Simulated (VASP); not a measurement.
Input of a VASP 6.6.1 run:

File POSCAR:

```
Fe
1.0
    0.0000000000      1.9417396906      1.9651051623
    1.4984397099      0.0000000000      1.9651051623
    1.4984397099      1.9417396906      0.0000000000
Fe
1
Direct
    0.0000000000      0.0000000000      0.0000000000
```

The input INCAR.step1:

```
SYSTEM = Fe
PREC = Accurate ; ENCUT = 520
EDIFF = 1E-5 ; ISMEAR = -1
SIGMA = 0.05 ; LREAL = .False.
LASPH = .True. ; NELM = 150
ALGO = Normal ; ISIF = 2
LWAVE = .True. ; LCHARG = .False.
ISPIN = 2 ; MAGMOM = 3
LORBIT = 11 ; LMAXMIX = 4
NBANDS = 14 ; GGA = PE
```

File INCAR.step2:

```
SYSTEM = Fe
PREC = Accurate ; ENCUT = 520
EDIFF = 1E-6 ; ISMEAR = -1
SIGMA = 0.05 ; LREAL = .False.
LASPH = .True. ; NELM = 150
ALGO = Normal ; ISIF = 2
LWAVE = .False. ; LCHARG = .False.
ISPIN = 2 ; MAGMOM = 3
LORBIT = 11 ; LMAXMIX = 4
GGA = PS ; LHFCALC = .True.
AEXX = 0.25 ; HFSCREEN = 0.207
PRECFOCK = Normal ; NBANDS = 14
ISTART = 1
```

KPOINTS

```
Automatic mesh
0
Gamma
  7 7 7
  0 0 0
```

Potentials or basis: VASP PAW PBE potentials, release 64 (Fe).

The run is started by

```bash
$ cat potpaw_PBE.64/Fe/POTCAR > POTCAR
$ cp INCAR.step1 INCAR
$ mpirun -np 1 vasp_std > vasp.out
$ cp INCAR.step2 INCAR
$ mpirun -np 1 vasp_std > vasp.out
```

Question: Predict the site moments.

Answer: Fe +2.89 μB.

Question: Estimate the pressure.

Answer: 9.7 GPa.

Stress tensor (GPa, compression positive):
```
 7.00  0.00  0.00
 0.00 12.01  0.00
 0.00  0.00  9.96
```

Caveat: the k points lie up to 0.44 Å⁻¹ apart; the PAW data sets were made with another functional, which shifts forces and pressure a little.
